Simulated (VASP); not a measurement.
# GaN: single point with r2SCAN

Crystal: GaN.

```
CELL_PARAMETERS angstrom
0.00000 2.10852 2.06634
2.10852 0.00000 2.06634
2.10852 2.10852 0.00000
ATOMIC_POSITIONS crystal
Ga 0.00000 0.00000 0.00000
N 0.50000 0.50000 0.50000
```

This cell differs from its parent crystal: uniaxial z strain -2.0%.

| Property | Result |
| --- | --- |
| Program | VASP 6.6.1 |
| Task | single point |
| Functional | r2SCAN |
| Potentials or basis | VASP PAW PBE potentials, release 64 (Ga_d, N) |
| Cutoff | 520 eV |
| k mesh | 10 × 10 × 10 |
| Occupations | fermi-dirac, width 0.02 eV |
| Spin | non-collinear spin, zero start, spin-orbit coupling |
| Starting moments | [[0.0, 0.0, 0.0], [0.0, 0.0, 0.0]] μB |
| Dipole correction | no |
| Further INCAR settings | ALGO = Normal; EDIFF = 1e-07; NBANDS = 30 |

```yaml
Pressure: 6.8 GPa
Net_moment: 0.00 μB per cell
Valence_electrons_inside_the_program's_atomic_spheres: Ga 11.65; N 3.80
```

Stress tensor (GPa, compression positive):
```
5.20 0.00 0.00
0.00 5.20 0.00
0.00 0.00 9.92
```

Moments on the atoms (μB; x, y, z):
```
Ga  0.00 0.00 0.00
N   0.00 0.00 0.00
```

Wall time 4.9 min on 1 thread of Intel(R) Xeon(R) 6975P-C (Granite Rapids), with other jobs on the host, peak memory 0.27 GiB.

Caveat: the cell differs from its parent crystal (uniaxial z strain -2.0%); the cell stands under pressure; the PAW data sets were made with another functional, which shifts forces and pressure a little.
